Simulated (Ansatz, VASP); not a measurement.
# AgCl: VASP beside Ansatz

Contents of INCAR:

```
ALGO     = Normal         # electronic algorithm
EDIFF    = 1E-6           # SCF threshold, eV
ENCUT    = 520            # plane-wave cutoff, eV
GGA      = PE             # functional
ISIF     = 2              # what is computed and relaxed
ISMEAR   = -1             # smearing method
LASPH    = T              # aspherical terms in the spheres
LCHARG   = T              # write CHGCAR
LELF     = T              # ELF
LREAL    = F              # projectors in reciprocal space
LVHAR    = T            
LWAVE    = F              # write WAVECAR
NBANDS   = 16             # bands
NELM     = 80             # most SCF steps
PREC     = Accurate       # precision mode
SIGMA    = 0.02           # smearing width, eV
```

The input KPOINTS:

```
k-points
0
Gamma
  8 8 8
```

File POSCAR:

```
AgCl
1.0
   -0.0099775504      2.9832875720      2.9832875720
    2.9832875720     -0.0099775504      2.9832875720
    2.9832875720      2.9832875720     -0.0099775504
Ag Cl
1 1
Direct
   -0.0005684410     -0.0005684410     -0.0005684410
    0.2505684410      0.2505684410      0.2505684410
```

Input for Ansatz:

```yaml
crystal:
  lattice:
    - [-0.0099775504, 2.983287572, 2.983287572]
    - [2.983287572, -0.0099775504, 2.983287572]
    - [2.983287572, 2.983287572, -0.0099775504]
  atoms:
    - { symbol: Ag, position: [-0.000568441, -0.000568441, -0.000568441] }
    - { symbol: Cl, position: [0.250568441, 0.250568441, 0.250568441] }
kpoints:
  mp_grid: { grid: [8, 8, 8] }
  band_path:
    path:
      - [0.0, 0.0, 0.0]
      - [-0.5, -0.5, 0.0]
      - [-0.375, -0.375, 0.25]
      - [-0.375, 0.0, 0.375]
      - [0.0, 0.0, 0.5]
      - [-0.5, -0.25, 0.25]
    npoints: 1
hamiltonian:
  xc: pbe
scf:
  occupations: { method: fermi_dirac, width: 0.02 }
  n_extra_bands: 4
output:
  forces: true
  stress: true
  eigenvalues: true
```

Change from the starting cell: shear_111 strain -0.5%.

Alike in both runs: task single point; functional PBE; k mesh 8 × 8 × 8; occupations fermi-dirac, width 0.02 eV; no spin polarisation.

|  | VASP | Ansatz |
| --- | --- | --- |
| version | VASP 6.6.1 | Ansatz 0.2.0 |
| potentials or method | VASP PAW PBE potentials, release 64 (Ag, Cl) | plane waves, PAW |
| plane-wave cutoff (eV) | 520 | 420 |
| valence electrons in the cell | 18 | 26 |

|  | VASP | Ansatz | Ansatz less VASP |
| --- | --- | --- | --- |
| gap on the k mesh at the Fermi level (eV) | 1.24 | 1.24 | +0.001 |
| pressure (GPa) | 1.3 | 1.4 | +0.11 |

VASP's potentials hold 18 valence electrons a cell and Ansatz's 26, so a difference there can come from the potentials and not from the codes.
